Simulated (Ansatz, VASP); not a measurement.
TiN: VASP beside Ansatz

```xyz
2
Lattice="0.0000 2.0787 2.0787 2.0787 0.0000 2.0787 2.0787 2.0787 0.0000" Properties=species:S:1:pos:R:3 pbc="T T T"
Ti    0.0000    0.0000    0.0000
N     2.0787    2.0787    2.0787
```

Change from the starting cell: volume scaled by 0.94, crystal datasets.

Alike in both runs: task electric field gradients; functional PBEsol; k mesh 17 × 17 × 17; occupations fermi-dirac, width 0.05 eV; no spin polarisation.

|  | VASP | Ansatz |
| --- | --- | --- |
| version | VASP 6.6.1 | Ansatz 0.2.0 |
| potentials or method | VASP PAW PBE potentials, release 64 (Ti_sv, N), cutoff 520 eV | all-electron PAW with datasets made for the crystal, scalar-relativistic |

```tsv
	VASP	Ansatz	Ansatz less VASP
pressure (GPa)	11.3	10.8	-0.50
```

VASP's potentials were made for PBE, not for PBEsol. Ansatz ran all-electron here, and VASP with PAW potentials.
